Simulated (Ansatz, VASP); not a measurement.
**Two plane-wave programs on Si2Bi2S**

```
Si Bi S
1.0
    -2.22915    2.22915    5.63746
     2.22915   -2.22915    5.63746
     2.22915    2.22915   -5.63746
Si Bi S
2 2 1
Direct
  0.62789 0.62789 0.00000
  0.37211 0.37211 0.00000
  0.75000 0.25000 0.50000
  0.25000 0.75000 0.50000
  0.00000 0.00000 0.00000
```

Change from the starting cell: species swapped into the LaGe2Rh2 type (I4/mmm, No. 139).

Alike in both runs: task relaxation of cell and atoms; functional PBE; k mesh 6 × 6 × 6; occupations gaussian, width 0.1 eV; no spin polarisation.

|  | VASP | Ansatz |
| --- | --- | --- |
| version | VASP 6.6.1 | Ansatz 0.2.0 |
| potentials or method | VASP PAW PBE potentials, release 64 (Si, Bi_d, S), cutoff 600 eV | scalar-relativistic, plane waves, PAW |
| valence electrons in the cell | 44 | 44 |

Ansatz gave:

| Property | Result |
| --- | --- |
| gap on the k mesh at the Fermi level, each at its own relaxed structure (eV) | none |
| relaxed volume (Å³/atom) | 24.02 |
| relaxed cell length with the largest relative difference (Å) | 5.736 |

Task: Estimate VASP's values.

Result: gap on the k mesh at the Fermi level, each at its own relaxed structure (eV): none; relaxed volume (Å³/atom): 24.06; relaxed cell length with the largest relative difference (Å): 5.739.

A gap of «none» marks a metal or a gap that the smearing closes.

Neither program's run includes spin-orbit coupling.
